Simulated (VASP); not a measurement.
Mg2C3, 5 atoms in the cell. It takes space group C2/m (No. 12, monoclinic). Conventional cell: a = 4.774 Å, b = 4.679 Å, c = 5.011 Å, α = 90.00°, β = 104.31°, γ = 90.00°. Mg (site symmetry m) has 11 C at 2.23 to 3.44 Å and 9 Mg at 3.02 to 3.34 Å within 3.5 Å. C (site symmetry m) has 1 C at 1.32 Å within 1.8 Å. C (site symmetry 2/m) has 2 C at 1.32 Å within 1.8 Å. 

| Quantity | Value |
| --- | --- |
| Program | VASP 6.6.1 |
| Task | single point |
| Functional | r2SCAN |
| Potentials or basis | VASP PAW PBE potentials, release 64 (Mg, C) |
| Cutoff | 520 eV |
| k mesh | 8 × 8 × 6 |
| Occupations | gaussian, width 0.02 eV |
| Spin | no spin polarisation |
| Dipole correction | no |
| Further INCAR settings | ALGO = Normal; EDIFF = 1e-07; NBANDS = 16 |

Potentials or basis: VASP PAW PBE potentials, release 64 (Mg, C).

Run with:

```bash
$ cat potpaw_PBE.64/Mg/POTCAR potpaw_PBE.64/C/POTCAR > POTCAR
$ cp INCAR.step1 INCAR
$ mpirun -np 1 vasp_std > vasp.out
$ cp INCAR.step2 INCAR
$ mpirun -np 1 vasp_std > vasp.out
```

Hardware: 1 thread of Intel(R) Xeon(R) Platinum 8488C (Sapphire Rapids), on a shared host.

Task: Estimate the wall time of this run.

Result: It took 3.8 min on 1 thread of Intel(R) Xeon(R) Platinum 8488C (Sapphire Rapids) (shared host), peak memory 0.24 GiB. Counts: k points 114.
